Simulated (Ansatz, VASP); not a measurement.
# Two plane-wave programs on MgS

```
Mg S
1.0
     0.06384    2.83088    2.83088
     2.83088    0.06384    2.83088
     2.89471    2.89471    0.00000
Mg S
1 1
Direct
  0.00422 0.00422 0.99578
  0.24578 0.24578 0.25422
```

Change from the starting cell: shear_xy strain +4.5%.

Alike in both runs: task single point; functional r2SCAN; k mesh 8 × 8 × 8; no spin polarisation.

|  | VASP | Ansatz |
| --- | --- | --- |
| version | VASP 6.6.1 | Ansatz 0.2.0 |
| potentials or method | VASP PAW PBE potentials, release 64 (Mg, S) | plane waves, PAW |
| plane-wave cutoff (eV) | 520 | 500 |
| occupations | gaussian, width 0.01 eV | fixed |
| valence electrons in the cell | 8 | 16 |

Ansatz gave:

* gap on the k mesh at the Fermi level (eV): 3.97
* pressure (GPa): 0.0
* traceless stress, the component that is largest in VASP (GPa): -1.45

Question: Estimate VASP's values.

Answer: gap on the k mesh at the Fermi level (eV): 3.96; pressure (GPa): -0.3; traceless stress, the component that is largest in VASP (GPa): -1.47.

VASP's potentials were made for PBE, not for r2SCAN. VASP's potentials hold 8 valence electrons a cell and Ansatz's 16, so a difference there can come from the potentials and not from the codes.
